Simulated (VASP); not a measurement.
Set up this calculation in VASP 6.6.1, as the native input.

* Task: relaxation of the atoms
* Functional: PBE
* Potentials or basis: VASP PAW PBE potentials, release 64 (Si, O)
* Cutoff: 520 eV
* k mesh: 7 × 7 × 11
* Occupations: fermi-dirac, width 0.02 eV
* Spin: no spin polarisation
* Dipole correction: no
* Further INCAR settings: ALGO = Normal; EDIFF = 1e-06; IBRION = 2; EDIFFG = -0.02; NSW = 80

The structure of SiO2 lies in POSCAR:

```
SiO2
1.0
    4.1667000000      0.0000000000      0.0000000000
    0.0000000000      4.1667000000      0.0000000000
    0.0000000000      0.0000000000      2.6911450000
Si O
2 4
Direct
    0.0000000000      0.0000000000      0.0000000000
    0.5000000000      0.5000000000      0.5000000000
    0.3052552527      0.3052552527      0.0000000000
    0.1947447473      0.8052552527      0.5000000000
    0.6947447473      0.6947447473      0.0000000000
    0.8052552527      0.1947447473      0.5000000000
```

This cell differs from its parent crystal: z stretched by +1 %.

The input as run:

INCAR

```
SYSTEM = SiO2
PREC = Accurate
ENCUT = 520
EDIFF = 1E-6
ISMEAR = -1
SIGMA = 0.02
LREAL = .False.
LASPH = .True.
NELM = 60
ALGO = Normal
ISIF = 2
LWAVE = .False.
LCHARG = .False.
GGA = PE
IBRION = 2
NSW = 80
EDIFFG = -0.02
```

KPOINTS

```
Automatic mesh
0
Gamma
  7 7 11
  0 0 0
```

Potentials or basis: VASP PAW PBE potentials, release 64 (Si, O).

Launch:

```sh
$ cat potpaw_PBE.64/Si/POTCAR potpaw_PBE.64/O/POTCAR > POTCAR
$ mpirun -np 1 vasp_std > vasp.out
```

It gave:

```yaml
Pressure_after_relaxing: 8.9 GPa
Largest_force_after_relaxing: 0.006 eV/Å
Band_gap_on_the_k_mesh: 5.47 eV
```

Caveat: the cell differs from its parent crystal (z stretched by +1 %); the relaxation stopped at its first step, so nothing moved.

Wall time 41 s on 1 thread of AMD EPYC 7R13 Processor (Zen 3) (shared host), peak memory 0.15 GiB.
